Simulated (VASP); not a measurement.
# GaN (P6_3mc) in VASP: single point with r2SCAN

Aim: the single point of GaN with r2SCAN.

Everything below comes from runs of VASP 6.6.1. Logs are shortened: lines on timing, memory, paths and dates and some standing lists are left out, and cuts for length are marked.

**1. The cell of the first run**

Symmetry: P6_3mc, No. 186, hexagonal system. The conventional cell has a = 3.183 Å, b = 3.183 Å, c = 5.184 Å, α = 90.00°, β = 90.00°, γ = 120.00°. Ga (site symmetry 3m) has 4 N at 1.95 Å within 2.6 Å. Within 2.6 Å of N (site symmetry 3m) lie 4 Ga at 1.95 Å.

**2. Single point, r2SCAN**

POSCAR reads:

```
GaN
1.0
    3.1831192122      0.0000000000      0.0000000000
   -1.5915596061      2.7566621010      0.0000000000
    0.0000000000      0.0000000000      5.1835337871
Ga N
2 2
Direct
    0.3333333333      0.6666666667      0.0001097060
    0.6666666667      0.3333333333      0.5001097060
    0.3333333333      0.6666666667      0.3768902940
    0.6666666667      0.3333333333      0.8768902940
```

INCAR.step1 reads:

```
PREC = Accurate
ENCUT = 1460
ISMEAR = 0
SIGMA = 0.01
LREAL = False
LASPH = True
NELM = 120
NBANDS = 26
GGA = PE
ALGO = Normal
EDIFF = 1E-5
LWAVE = True
LCHARG = False
GGA_COMPAT = False
```

INCAR.step2 reads:

```
PREC = Accurate
ENCUT = 1460
EDIFF = 1E-6
ISMEAR = 0
SIGMA = 0.01
LREAL = False
LASPH = True
NELM = 120
ALGO = Normal
ISIF = 2
LWAVE = False
LCHARG = False
METAGGA = R2SCAN
LMIXTAU = True
NBANDS = 26
ISTART = 1
GGA_COMPAT = False
```

KPOINTS reads:

```
Automatic mesh
0
Gamma
  8 8 5
```

Potentials or basis: VASP PAW PBE potentials, release 64 (Ga_d, N_h).

Launch:

```sh
> cat potpaw_PBE.64/Ga_d/POTCAR potpaw_PBE.64/N_h/POTCAR > POTCAR
> cp INCAR.step1 INCAR
> mpirun -np 1 vasp_std > vasp.out
> cp INCAR.step2 INCAR
> mpirun -np 1 vasp_std > vasp.out
```

OUTCAR:

```text
PREC = Accurate
   ENCUT = 1460
   EDIFF = 1E-6
   ISMEAR = 0
   LREAL = False
   LASPH = True
   NELM = 120
   ISIF = 2
   METAGGA = R2SCAN
   ISTART = 1

 ion  position               nearest neighbor table
   1  0.333  0.667  0.000-   4 1.95   4 1.95   4 1.95   3 1.95
   2  0.667  0.333  0.500-   3 1.95   3 1.95   3 1.95   4 1.95
   3  0.333  0.667  0.377-   2 1.95   2 1.95   2 1.95   1 1.95
   4  0.667  0.333  0.877-   1 1.95   1 1.95   1 1.95   2 1.95

  LATTYP: Found a hexagonal cell.
 ALAT       =     3.1831192122
 C/A-ratio  =     1.6284447555

  Lattice vectors:

 A1 = (   3.1831192122,   0.0000000000,   0.0000000000)
 A2 = (  -1.5915596061,   2.7566621010,   0.0000000000)
 A3 = (   0.0000000000,   0.0000000000,   5.1835337871)

Analysis of symmetry for initial positions (statically):
=====================================================================
 Subroutine PRICEL returns:
 Original cell was already a primitive cell.

 Routine SETGRP: Setting up the symmetry group for a
 hexagonal supercell.

 Subroutine GETGRP returns: Found 12 space group operations
 (whereof  6 operations were pure point group operations)
 out of a pool of 24 trial point group operations.

The static configuration has the point symmetry C_3v.
 The point group associated with its full space group is C_6v.

Analysis of symmetry for dynamics (positions and initial velocities):
=====================================================================
 Subroutine PRICEL returns:
 Original cell was already a primitive cell.

 Routine SETGRP: Setting up the symmetry group for a
 hexagonal supercell.

 Subroutine GETGRP returns: Found 12 space group operations
 (whereof  6 operations were pure point group operations)
 out of a pool of 24 trial point group operations.

The dynamic configuration has the point symmetry C_3v.
 The point group associated with its full space group is C_6v.

 Subroutine INISYM returns: Found 12 space group operations
 (whereof  6 operations are pure point group operations),
 and found     1 'primitive' translations

----------------------------------------------------------------------------------------

                                     Primitive cell

  volume of cell :      45.4844

  direct lattice vectors                    reciprocal lattice vectors
     3.183119212  0.000000000  0.000000000     0.314157257  0.181378777  0.000000000
    -1.591559606  2.756662101  0.000000000     0.000000000  0.362757554  0.000000000
     0.000000000  0.000000000  5.183533787     0.000000000  0.000000000  0.192918584

  length of vectors
     3.183119212  3.183119212  5.183533787     0.362757554  0.362757554  0.192918584

  position of ions in fractional coordinates (direct lattice)
     0.333333333  0.666666667  0.000109706
     0.666666667  0.333333333  0.500109706
     0.333333333  0.666666667  0.376890294
     0.666666667  0.333333333  0.876890294

  ion indices of the primitive-cell ions
   primitive index   ion index
                 1           1
                 2           2
                 3           3
                 4           4

----------------------------------------------------------------------------------------

 KPOINTS: Automatic mesh

Automatic generation of k-mesh.
 Grid dimensions read from file:
 generate k-points for:    8    8    5

 Generating k-lattice:

  Cartesian coordinates                     Fractional coordinates (reciprocal lattice)
     0.039269657  0.022672347  0.000000000     0.125000000  0.000000000  0.000000000
     0.000000000  0.045344694  0.000000000     0.000000000  0.125000000  0.000000000
     0.000000000  0.000000000  0.038583717     0.000000000  0.000000000  0.200000000

  Length of vectors
     0.045344694  0.045344694  0.038583717

  Shift w.r.t. Gamma in fractional coordinates (k-lattice)
     0.000000000  0.000000000  0.000000000

 Subroutine IBZKPT returns following result:
 ===========================================

 Found     30 irreducible k-points:

 Following reciprocal coordinates:
            Coordinates               Weight
  0.000000  0.000000  0.000000      1.000000
  0.125000  0.000000  0.000000      6.000000
  0.250000  0.000000  0.000000      6.000000
  0.375000  0.000000  0.000000      6.000000
  0.500000  0.000000  0.000000      3.000000
  0.125000  0.125000  0.000000      6.000000
[... 16 lines left out ...]
  0.250000  0.000000  0.400000     12.000000
  0.375000  0.000000  0.400000     12.000000
 [... further k-points ...]
   k-points           NKPTS =     30   k-points in BZ     NKDIM =     30   number of bands    NBANDS=     26
   number of dos      NEDOS =    301   number of ions     NIONS =      4
   total plane-waves  NPLWV = 112000
   dimension x,y,z NGX =    40 NGY =   40 NGZ =   70
   dimension x,y,z NGXF=    80 NGYF=   80 NGZF=  140
   ions per type =               2   2
   NGX,Y,Z   is equivalent  to a cutoff of  20.89, 20.89, 22.45 a.u.
   NGXF,Y,Z  is equivalent  to a cutoff of  41.78, 41.78, 44.90 a.u.
 SYSTEM =  unknown system
   PREC   = accura    normal or accurate (medium, high low for compatibility)
   ISTART =      1    job   : 0-new  1-cont  2-samecut
   ICHARG =      0    charge: 1-file 2-atom 10-const
   ISPIN  =      1    spin polarized calculation?
   LNONCOLLINEAR =      F non collinear calculations
   LSORBIT =      F    spin-orbit coupling
   LASPH  =      T    aspherical Exc in radial PAW
   ENCUT  = 1460.0 eV 107.31 Ry   10.36 a.u.   9.92  9.92 16.15*2*pi/ulx,y,z
   NELM   =    120;   NELMIN=  2; NELMDL=  0     # of ELM steps
   EDIFF  = 0.1E-05   stopping-criterion for ELM
   LREAL  =      F    real-space projection
   EDIFFG = 0.1E-04   stopping-criterion for IOM
   NSW    =      0    number of steps for IOM
   IBRION =     -1    ionic relax: 0-MD 1-quasi-New 2-CG
   NFREE  =      0    steps in history (QN), initial steepest desc. (CG)
   ISIF   =      2    stress and relaxation
   ISYM   =      2    0-nonsym 1-usesym 2-fastsym
   POTIM  = 0.5000    time-step for ionic-motion
   TEBEG  =    0.0;   TEEND  =   0.0 temperature during run
   PSTRESS=    0.0 pullay stress
   NELECT =      36.0000    total number of electrons
   NUPDOWN=      -1.0000    fix difference up-down
   EMIN   =  10.00;   EMAX   =-10.00  energy-range for DOS
   EFERMI =   0.00;   METHOD = LEGACY
   ISMEAR =     0;   SIGMA  =   0.01  broadening in eV -4-tet -1-fermi 0-gaus
   EFERMI_NEDOS =   21; number of points for ismear=-14 and -15
   IALGO  =     38    algorithm
   IMIX   =      4    mixing-type and parameters
     AMIX     =   0.40;   BMIX     =  1.00
     AMIX_MAG =   1.60;   BMIX_MAG =  1.00
  volume/ion in A,a.u.               =      11.37        76.74
  Fermi-wavevector in a.u.,A,eV,Ry     =   1.514334  2.861675 31.200963  2.293206
  Thomas-Fermi vector in A             =   2.624005
   LORBIT       =      0    0 simple, 1 ext, 2 COOP (PROOUT), +10 PAW based schemes
   METAGGA = R2SCAN    functional components
   LHFCALC =     F    Hartree Fock is set to
   AEXX    =    0.0000 exact exchange contribution
   IVDW    =     0    specifies the selected vdW correction
   LEPSILON=     F    determine dielectric tensor
   LRPA    =     F    only Hartree local field effects (RPA)
 non-spin polarized calculation
 Gauss-broadening in eV      SIGMA  =   0.01
  energy-cutoff  :     1460.00
  volume of cell :       45.48
 maximum number of plane-waves:      5787
 NGX is ok and might be reduce to    40
   NGX = 19   NGY = 19   NGZ = 33

 number of electron      36.0000001 magnetization

 Free energy of the ion-electron system (eV)
  ---------------------------------------------------
  ext. energy  EPLUGINS =         0.00000000
  ---------------------------------------------------
  free energy    TOTEN  =       -43.82761438 eV

  energy without entropy =      -43.82761438  energy(sigma->0) =      -43.82761438

 E-fermi :   5.5084     XC(G=0): -12.6558

 val. band max:        5.3987785764   @ k =   0.0000   0.0000   0.0000
 cond. band min:       7.7412984467   @ k =   0.0000   0.0000   0.0000
 fundamental gap:      2.3425198703
 Fermi energy:         5.5084088888

 k-point     1 :       0.0000    0.0000    0.0000
  band No.  band energies     occupation
      1     -11.4150      2.00000
      2     -10.4087      2.00000
      3      -8.4299      2.00000
      4      -8.4143      2.00000
      5      -8.4143      2.00000
      6      -8.3459      2.00000
[... 18 lines left out ...]
     25      17.8887      0.00000
     26      17.8887      0.00000

 k-point     2 :       0.1250    0.0000    0.0000
  band No.  band energies     occupation
      1     -11.2630      2.00000
      2     -10.3653      2.00000
      3      -8.4125      2.00000
      4      -8.3918      2.00000
      5      -8.3636      2.00000
      6      -8.3246      2.00000
[... 18 lines left out ...]
     25      17.4362      0.00000
     26      18.2321      0.00000

 k-point     3 :       0.2500    0.0000    0.0000
  band No.  band energies     occupation
      1     -10.8964      2.00000
      2     -10.2784      2.00000
      3      -8.3706      2.00000
      4      -8.3502      2.00000
      5      -8.2774      2.00000
      6      -8.2392      2.00000
[... 18 lines left out ...]
     25      17.5856      0.00000
     26      18.9626      0.00000

 k-point     4 :       0.3750    0.0000    0.0000
  band No.  band energies     occupation
      1     -10.5527      2.00000
      2     -10.2198      2.00000
      3      -8.3518      2.00000
      4      -8.3310      2.00000
      5      -8.2302      2.00000
      6      -8.1689      2.00000
[... 18 lines left out ...]
     25      18.0912      0.00000
     26      19.5211      0.00000
[... 496 lines left out ...]
      1     -10.8837      2.00000
      2     -10.5944      2.00000
      3      -8.3827      2.00000
      4      -8.3724      2.00000
      5      -8.3602      2.00000
      6      -8.3484      2.00000
[... 18 lines left out ...]
     25      16.7022      0.00000
     26      17.2313      0.00000

 k-point    23 :       0.2500    0.0000    0.4000
  band No.  band energies     occupation
      1     -10.6130      2.00000
      2     -10.4174      2.00000
      3      -8.3531      2.00000
      4      -8.3233      2.00000
      5      -8.3138      2.00000
      6      -8.2793      2.00000
[... 18 lines left out ...]
     25      17.4808      0.00000
     26      18.1226      0.00000

 k-point    24 :       0.3750    0.0000    0.4000
  band No.  band energies     occupation
      1     -10.3833      2.00000
      2     -10.2797      2.00000
      3      -8.3549      2.00000
      4      -8.3169      2.00000
      5      -8.2709      2.00000
      6      -8.2190      2.00000
[... 18 lines left out ...]
     25      17.8099      0.00000
     26      18.8366      0.00000

 [... further k-points ...]
[... 5 lines left out ...]
  --------------------------------------------------------------------------------------
  -------------------------------------------------------------------------------------
  Total        0.2951899      0.2951899      0.2858335      0.0000000      0.0000000      0.0000000
  in kB       10.3979968     10.3979968     10.0684212      0.0000000      0.0000000      0.0000000
  external PRESSURE =      10.2881383 kB  Pullay stress =       0.0000000 kB

 VOLUME and BASIS-vectors are now :
 -----------------------------------------------------------------------------
  energy-cutoff  :     1460.00
  volume of cell :       45.48
      direct lattice vectors                 reciprocal lattice vectors
     3.183119212  0.000000000  0.000000000     0.314157257  0.181378777  0.000000000
    -1.591559606  2.756662101  0.000000000     0.000000000  0.362757554  0.000000000
     0.000000000  0.000000000  5.183533787     0.000000000  0.000000000  0.192918584

 POSITION                                       TOTAL-FORCE (eV/Angst)
 -----------------------------------------------------------------------------------
     -0.00000      1.83777      0.00057        -0.000000     -0.000000      0.000604
      1.59156      0.91889      2.59234         0.000000      0.000000      0.000604
     -0.00000      1.83777      1.95362         0.000000      0.000000     -0.000604
      1.59156      0.91889      4.54539        -0.000000     -0.000000     -0.000604
 -----------------------------------------------------------------------------------
    total drift:                               -0.000000      0.000000     -0.007432

  FREE ENERGIE OF THE ION-ELECTRON SYSTEM (eV)
  ---------------------------------------------------
  free  energy   TOTEN  =       -43.8276143849 eV

  energy  without entropy=      -43.8276143849  energy(sigma->0) =      -43.82761438
```

Run time: 5.6 min. Hardware: 1 thread of AMD EPYC 9R45 (Zen 5), shared host; peak memory 0.42 GiB.

What came out:

- Free energy: -43.8276 eV
- Pressure: 1.0 GPa
- Band gap on the k mesh: 2.34 eV

Caveat: the PAW data sets were made with another functional, which shifts forces and pressure a little.
